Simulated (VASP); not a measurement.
# HfOs (Pm-3m) in VASP: notebook, part 3 of 3

VASP 6.6.1.

**6. Single point, LDA**

The input, INCAR:

```
ALGO = Normal
EDIFF = 1E-6
ENCUT = 520
ISIF = 2
ISMEAR = 1
LASPH = T
LCHARG = F
LREAL = F
LWAVE = F
NBANDS = 16
NELM = 80
PREC = Accurate
SIGMA = 0.1
```

The input, KPOINTS:

```
k-points
0
Gamma
  7 7 7
```

The input, POSCAR:

```
HfOs
1.0
    3.2390000000      0.0000000000      0.0000000000
    0.0000000000      3.2390000000      0.0000000000
    0.0000000000      0.0000000000      3.2390000000
Hf Os
1 1
Direct
    0.0000000000      0.0000000000      0.0000000000
    0.5000000000      0.5000000000      0.5000000000
```

Potentials or basis: VASP PAW LDA potentials, release 64 (Hf_pv, Os).

Launch:

```sh
cat potpaw_LDA.64/Hf_pv/POTCAR potpaw_LDA.64/Os/POTCAR > POTCAR
mpirun -np 1 vasp_std > vasp.out
```

OUTCAR:

```text
EDIFF = 1E-6
   ENCUT = 520
   ISIF = 2
   ISMEAR = 1
   LASPH = T
   LREAL = F
   NELM = 80
   PREC = Accurate

 ion  position               nearest neighbor table
   1  0.000  0.000  0.000-   2 2.81   2 2.81   2 2.81   2 2.81   2 2.81   2 2.81   2 2.81   2 2.81

   2  0.500  0.500  0.500-   1 2.81   1 2.81   1 2.81   1 2.81   1 2.81   1 2.81   1 2.81   1 2.81

  LATTYP: Found a simple cubic cell.
 ALAT       =     3.2390000000

  Lattice vectors:

 A1 = (   3.2390000000,   0.0000000000,   0.0000000000)
 A2 = (   0.0000000000,   3.2390000000,   0.0000000000)
 A3 = (   0.0000000000,   0.0000000000,   3.2390000000)

Analysis of symmetry for initial positions (statically):
=====================================================================
 Subroutine PRICEL returns:
 Original cell was already a primitive cell.

 Routine SETGRP: Setting up the symmetry group for a
 simple cubic supercell.

 Subroutine GETGRP returns: Found 48 space group operations
 (whereof 48 operations were pure point group operations)
 out of a pool of 48 trial point group operations.

The static configuration has the point symmetry O_h .

Analysis of symmetry for dynamics (positions and initial velocities):
=====================================================================
 Subroutine PRICEL returns:
 Original cell was already a primitive cell.

 Routine SETGRP: Setting up the symmetry group for a
 simple cubic supercell.

 Subroutine GETGRP returns: Found 48 space group operations
 (whereof 48 operations were pure point group operations)
 out of a pool of 48 trial point group operations.

The dynamic configuration has the point symmetry O_h .

 Subroutine INISYM returns: Found 48 space group operations
 (whereof 48 operations are pure point group operations),
 and found     1 'primitive' translations

----------------------------------------------------------------------------------------

                                     Primitive cell

  volume of cell :      33.9807

  direct lattice vectors                    reciprocal lattice vectors
     3.239000000  0.000000000  0.000000000     0.308737265  0.000000000  0.000000000
     0.000000000  3.239000000  0.000000000     0.000000000  0.308737265  0.000000000
     0.000000000  0.000000000  3.239000000     0.000000000  0.000000000  0.308737265

  length of vectors
     3.239000000  3.239000000  3.239000000     0.308737265  0.308737265  0.308737265

  position of ions in fractional coordinates (direct lattice)
     0.000000000  0.000000000  0.000000000
     0.500000000  0.500000000  0.500000000

  ion indices of the primitive-cell ions
   primitive index   ion index
                 1           1
                 2           2

----------------------------------------------------------------------------------------

 KPOINTS: k-points

Automatic generation of k-mesh.
 Grid dimensions read from file:
 generate k-points for:    7    7    7

 Generating k-lattice:

  Cartesian coordinates                     Fractional coordinates (reciprocal lattice)
     0.044105324  0.000000000  0.000000000     0.142857143  0.000000000  0.000000000
     0.000000000  0.044105324  0.000000000     0.000000000  0.142857143  0.000000000
     0.000000000  0.000000000  0.044105324     0.000000000  0.000000000  0.142857143

  Length of vectors
     0.044105324  0.044105324  0.044105324

  Shift w.r.t. Gamma in fractional coordinates (k-lattice)
     0.000000000  0.000000000  0.000000000

 Subroutine IBZKPT returns following result:
 ===========================================

 Found     20 irreducible k-points:

 Following reciprocal coordinates:
            Coordinates               Weight
  0.000000  0.000000  0.000000      1.000000
  0.142857  0.000000  0.000000      6.000000
  0.285714  0.000000  0.000000      6.000000
  0.428571  0.000000  0.000000      6.000000
  0.142857  0.142857  0.000000     12.000000
  0.285714  0.142857  0.000000     24.000000
[... 12 lines left out ...]
  0.428571  0.428571  0.285714     24.000000
  0.428571  0.428571  0.428571      8.000000
   k-points           NKPTS =     20   k-points in BZ     NKDIM =     20   number of bands    NBANDS=     16
   number of dos      NEDOS =    301   number of ions     NIONS =      2
   total plane-waves  NPLWV =  13824
   dimension x,y,z NGX =    24 NGY =   24 NGZ =   24
   dimension x,y,z NGXF=    48 NGYF=   48 NGZF=   48
   ions per type =               1   1
   NGX,Y,Z   is equivalent  to a cutoff of  12.32, 12.32, 12.32 a.u.
   NGXF,Y,Z  is equivalent  to a cutoff of  24.64, 24.64, 24.64 a.u.
 SYSTEM =  unknown system
   PREC   = accura    normal or accurate (medium, high low for compatibility)
   ISTART =      0    job   : 0-new  1-cont  2-samecut
   ICHARG =      2    charge: 1-file 2-atom 10-const
   ISPIN  =      1    spin polarized calculation?
   LNONCOLLINEAR =      F non collinear calculations
   LSORBIT =      F    spin-orbit coupling
   LASPH  =      T    aspherical Exc in radial PAW
   ENCUT  =  520.0 eV  38.22 Ry    6.18 a.u.   6.02  6.02  6.02*2*pi/ulx,y,z
   NELM   =     80;   NELMIN=  2; NELMDL= -5     # of ELM steps
   EDIFF  = 0.1E-05   stopping-criterion for ELM
   LREAL  =      F    real-space projection
   EDIFFG = 0.1E-04   stopping-criterion for IOM
   NSW    =      0    number of steps for IOM
   IBRION =     -1    ionic relax: 0-MD 1-quasi-New 2-CG
   NFREE  =      0    steps in history (QN), initial steepest desc. (CG)
   ISIF   =      2    stress and relaxation
   ISYM   =      2    0-nonsym 1-usesym 2-fastsym
   POTIM  = 0.5000    time-step for ionic-motion
   TEBEG  =    0.0;   TEEND  =   0.0 temperature during run
   PSTRESS=    0.0 pullay stress
   NELECT =      18.0000    total number of electrons
   NUPDOWN=      -1.0000    fix difference up-down
   EMIN   =  10.00;   EMAX   =-10.00  energy-range for DOS
   EFERMI =   0.00;   METHOD = LEGACY
   ISMEAR =     1;   SIGMA  =   0.10  broadening in eV -4-tet -1-fermi 0-gaus
   EFERMI_NEDOS =   21; number of points for ismear=-14 and -15
   IALGO  =     38    algorithm
   IMIX   =      4    mixing-type and parameters
     AMIX     =   0.40;   BMIX     =  1.00
     AMIX_MAG =   1.60;   BMIX_MAG =  1.00
  volume/ion in A,a.u.               =      16.99       114.66
  Fermi-wavevector in a.u.,A,eV,Ry     =   1.324610  2.503150 23.872671  1.754592
  Thomas-Fermi vector in A             =   2.454132
   LORBIT       =      0    0 simple, 1 ext, 2 COOP (PROOUT), +10 PAW based schemes
   GGA     = CA    functional components
   LHFCALC =     F    Hartree Fock is set to
   AEXX    =    0.0000 exact exchange contribution
   IVDW    =     0    specifies the selected vdW correction
   LEPSILON=     F    determine dielectric tensor
   LRPA    =     F    only Hartree local field effects (RPA)
 non-spin polarized calculation
 Methfessel and Paxton  Order N= 1 SIGMA  =   0.10
  energy-cutoff  :      520.00
  volume of cell :       33.98
 maximum number of plane-waves:       934
   NGX = 13   NGY = 13   NGZ = 13

 number of electron      18.0000002 magnetization

 Free energy of the ion-electron system (eV)
  ---------------------------------------------------
  ext. energy  EPLUGINS =         0.00000000
  ---------------------------------------------------
  free energy    TOTEN  =       -24.75490699 eV

  energy without entropy =      -24.75393281  energy(sigma->0) =      -24.75458226

 E-fermi :   6.7695     XC(G=0): -12.9303

 val. band max:        6.5068288632   @ k =   0.4286   0.4286   0.0000
 cond. band min:       6.7696131426   @ k =   0.4286   0.4286   0.0000
 fundamental gap:      0.2627842794
 Fermi energy:         6.7695369142

 k-point     1 :       0.0000    0.0000    0.0000
  band No.  band energies     occupation
      1     -23.2369      2.00000
      2     -23.2369      2.00000
      3     -23.2369      2.00000
      4      -1.9295      2.00000
      5       1.7024      2.00000
      6       1.7024      2.00000
[... 8 lines left out ...]
     15      15.1666      0.00000
     16      15.1666      0.00000
[... 343 lines left out ...]
 k-point    20 :       0.4286    0.4286    0.4286
  band No.  band energies     occupation
      1     -23.5388      2.00000
      2     -23.5388      2.00000
      3     -23.5354      2.00000
      4       3.4175      2.00000
      5       3.8299      2.00000
      6       3.8299      2.00000
[... 8 lines left out ...]
     15      15.5190      0.00000
     16      17.5426      0.00000

------------------------ aborting loop because EDIFF is reached ----------------------------------------

  FORCE on cell =-STRESS in cart. coord.  units (eV):
  Direction    XX          YY          ZZ          XY          YZ          ZX
  --------------------------------------------------------------------------------------
  -------------------------------------------------------------------------------------
  Total       -1.7935662     -1.7935662     -1.7935662     -0.0000000      0.0000000     -0.0000000
  in kB      -84.5658755    -84.5658755    -84.5658755     -0.0000000      0.0000000     -0.0000000
  external PRESSURE =     -84.5658755 kB  Pullay stress =       0.0000000 kB

 VOLUME and BASIS-vectors are now :
 -----------------------------------------------------------------------------
  energy-cutoff  :      520.00
  volume of cell :       33.98
      direct lattice vectors                 reciprocal lattice vectors
     3.239000000  0.000000000  0.000000000     0.308737265  0.000000000  0.000000000
     0.000000000  3.239000000  0.000000000     0.000000000  0.308737265  0.000000000
     0.000000000  0.000000000  3.239000000     0.000000000  0.000000000  0.308737265

 POSITION                                       TOTAL-FORCE (eV/Angst)
 -----------------------------------------------------------------------------------
      0.00000      0.00000      0.00000         0.000000      0.000000      0.000000
      1.61950      1.61950      1.61950         0.000000      0.000000      0.000000
 -----------------------------------------------------------------------------------
    total drift:                                0.000000      0.000000     -0.000000

  FREE ENERGIE OF THE ION-ELECTRON SYSTEM (eV)
  ---------------------------------------------------
  free  energy   TOTEN  =       -24.7549069865 eV

  energy  without entropy=      -24.7539328081  energy(sigma->0) =      -24.75458226
```

OSZICAR:

```text
N       E                     dE             d eps       ncg     rms          rms(c)
DAV:   1     0.665748942403E+02    0.66575E+02   -0.92726E+03   640   0.107E+03
DAV:   2    -0.228954655214E+02   -0.89470E+02   -0.82443E+02   816   0.283E+02
DAV:   3    -0.257740314142E+02   -0.28786E+01   -0.28511E+01   792   0.380E+01
DAV:   4    -0.257968521271E+02   -0.22821E-01   -0.22815E-01   808   0.404E+00
DAV:   5    -0.257971849099E+02   -0.33278E-03   -0.33278E-03   800   0.382E-01    0.702E+01
DAV:   6    -0.250365471000E+02    0.76064E+00   -0.10823E+00   776   0.712E+00    0.372E+01
DAV:   7    -0.248850220456E+02    0.15153E+00   -0.10127E+00   792   0.669E+00    0.144E+01
DAV:   8    -0.247601723814E+02    0.12485E+00   -0.42807E-01   832   0.481E+00    0.220E+00
DAV:   9    -0.247550116823E+02    0.51607E-02   -0.36142E-02   744   0.146E+00    0.116E+00
DAV:  10    -0.247549100625E+02    0.10162E-03   -0.59604E-04   840   0.184E-01    0.113E-01
DAV:  11    -0.247549088262E+02    0.12363E-05   -0.19917E-05   744   0.412E-02    0.140E-01
DAV:  12    -0.247549070447E+02    0.17815E-05   -0.31043E-06   944   0.128E-02    0.126E-02
DAV:  13    -0.247549069865E+02    0.58178E-07   -0.72879E-07   440   0.664E-03
   1 F= -.24754907E+02 E0= -.24754582E+02  d E =-.974178E-03
```

stdout:

```text
POSCAR found type information on POSCAR HfOs
 POSCAR found :  2 types and       2 ions
 scaLAPACK will be used
 LDA part: xc-table for (Slater(with rela. corr.)+CA(PZ))
 , standard interpolation
 POSCAR, INCAR and KPOINTS ok, starting setup
 FFT: planning ... GRIDC
 FFT: planning ... GRID_SOFT
 FFT: planning ... GRID
 WAVECAR not read
 entering main loop
```

Run time: 4.6 s. Hardware: 1 thread of Intel Xeon 6975P-C (Granite Rapids), shared host; peak memory 0.13 GiB.

What came out:

```yaml
Free_energy: -24.7549 eV
Pressure: -8.5 GPa
Band_gap_on_the_k_mesh: zero (band 9 reaches 6.77 eV, above the bottom of band 10 at 6.31 eV)
```

Levels at points of the mesh, in eV from the Fermi level:
```
           k point  band 6  band 7  band 8  band 9  band 10  band 11  band 12  band 13
(0.00, 0.00, 0.00)   -5.07   -1.33   -1.33   -1.33     2.68     2.68     6.23     6.23
```

Caveat: spin-orbit coupling is left out, which moves the levels of the heavy elements.

**7. Single point, LDA**

The input, INCAR:

```
SYSTEM = HfOs
ALGO     = Normal         ! electronic algorithm
EDIFF    = 1E-6           ! SCF threshold, eV
ENCUT    = 520            ! plane-wave cutoff, eV
GGA      = CA             ! functional
ISIF     = 2              ! what is computed and relaxed
ISMEAR   = 1              ! smearing method
LASPH    = .TRUE.         ! aspherical terms in the spheres
LCHARG   = .FALSE.        ! write CHGCAR
LREAL    = .FALSE.        ! projectors in reciprocal space
LWAVE    = .FALSE.        ! write WAVECAR
NBANDS   = 16             ! bands
NELM     = 60             ! most SCF steps
PREC     = Accurate       ! precision mode
SIGMA    = 0.1            ! smearing width, eV
```

The input, KPOINTS:

```
k-points
0
G
  9 9 9
  0 0 0
```

POSCAR is that of step 6.

Potentials or basis: VASP PAW LDA potentials, release 64 (Hf_pv, Os).

Launch:

```sh
cat potpaw_LDA.64/Hf_pv/POTCAR potpaw_LDA.64/Os/POTCAR > POTCAR
mpirun -np 1 vasp_std > vasp.out
```

OUTCAR:

```text
SYSTEM = HfOs
   EDIFF = 1E-6
   ENCUT = 520
   GGA = CA
   ISIF = 2
   ISMEAR = 1
   LASPH = .TRUE.
   LREAL = .FALSE.
   NELM = 60
   PREC = Accurate

 ion  position               nearest neighbor table
   1  0.000  0.000  0.000-   2 2.81   2 2.81   2 2.81   2 2.81   2 2.81   2 2.81   2 2.81   2 2.81

   2  0.500  0.500  0.500-   1 2.81   1 2.81   1 2.81   1 2.81   1 2.81   1 2.81   1 2.81   1 2.81

  LATTYP: Found a simple cubic cell.
 ALAT       =     3.2390000000

  Lattice vectors:

 A1 = (   3.2390000000,   0.0000000000,   0.0000000000)
 A2 = (   0.0000000000,   3.2390000000,   0.0000000000)
[... 626 lines left out ...]
      5       2.0523      2.00000
      6       3.9012      2.00000
[... 8 lines left out ...]
     15      14.2174      0.00000
     16      17.5502      0.00000

 [... further k-points ...]
[... 5 lines left out ...]
  --------------------------------------------------------------------------------------
  -------------------------------------------------------------------------------------
  Total       -1.7924319     -1.7924319     -1.7924319     -0.0000000      0.0000000      0.0000000
  in kB      -84.5123938    -84.5123938    -84.5123938     -0.0000000      0.0000000      0.0000000
  external PRESSURE =     -84.5123938 kB  Pullay stress =       0.0000000 kB

 VOLUME and BASIS-vectors are now :
 -----------------------------------------------------------------------------
  energy-cutoff  :      520.00
  volume of cell :       33.98
      direct lattice vectors                 reciprocal lattice vectors
     3.239000000  0.000000000  0.000000000     0.308737265  0.000000000  0.000000000
     0.000000000  3.239000000  0.000000000     0.000000000  0.308737265  0.000000000
     0.000000000  0.000000000  3.239000000     0.000000000  0.000000000  0.308737265

 POSITION                                       TOTAL-FORCE (eV/Angst)
 -----------------------------------------------------------------------------------
      0.00000      0.00000      0.00000         0.000000      0.000000      0.000000
      1.61950      1.61950      1.61950         0.000000      0.000000      0.000000
 -----------------------------------------------------------------------------------
    total drift:                                0.000000      0.000000     -0.000000

  FREE ENERGIE OF THE ION-ELECTRON SYSTEM (eV)
  ---------------------------------------------------
  free  energy   TOTEN  =       -24.7357499249 eV

  energy  without entropy=      -24.7346981585  energy(sigma->0) =      -24.73539934
```

stdout:

```text
POSCAR found type information on POSCAR HfOs
 POSCAR found :  2 types and       2 ions
 scaLAPACK will be used
 LDA part: xc-table for (Slater(with rela. corr.)+CA(PZ))
 , standard interpolation
 POSCAR, INCAR and KPOINTS ok, starting setup
 FFT: planning ... GRIDC
 FFT: planning ... GRID_SOFT
 FFT: planning ... GRID
 WAVECAR not read
 entering main loop
```

Wall time 6.6 s (1 thread of Intel Xeon 6975P-C (Granite Rapids), shared host); peak memory 0.14 GiB.

Results:

* Free energy: -24.7357 eV
* Pressure: -8.5 GPa
* Band gap on the k mesh: zero (band 9 reaches 7.03 eV, above the bottom of band 10 at 6.32 eV)

Levels at points of the mesh, in eV from the Fermi level:
```
           k point  band 5  band 6  band 7  band 8  band 9  band 10  band 11  band 12  band 13  band 14
(0.00, 0.00, 0.00)   -5.16   -5.16   -1.42   -1.42   -1.42     2.59     2.59     6.14     6.14     6.14
```

Caveat: spin-orbit coupling is left out, which moves the levels of the heavy elements.

**8. Overview**

```tsv
k mesh	gap on the mesh (eV)	pressure (GPa)
2 × 2 × 2	none	-4.6
3 × 3 × 3	0.76	-8.6
4 × 4 × 4	none	-8.2
6 × 6 × 6	none	-8.5
7 × 7 × 7	none	-8.5
9 × 9 × 9	none	-8.5
```

Alike in all rows: task single point; level LDA; potentials or basis VASP PAW LDA potentials, release 64 (Hf_pv, Os); no spin polarisation; cell as given; cutoff (eV) 520; smearing methfessel-paxton 0.1 eV.

Caveats: some runs use coarse meshes; spin-orbit coupling is left out, which moves the levels of the heavy elements.

Absolute energies hang on the potentials; compare differences alone.
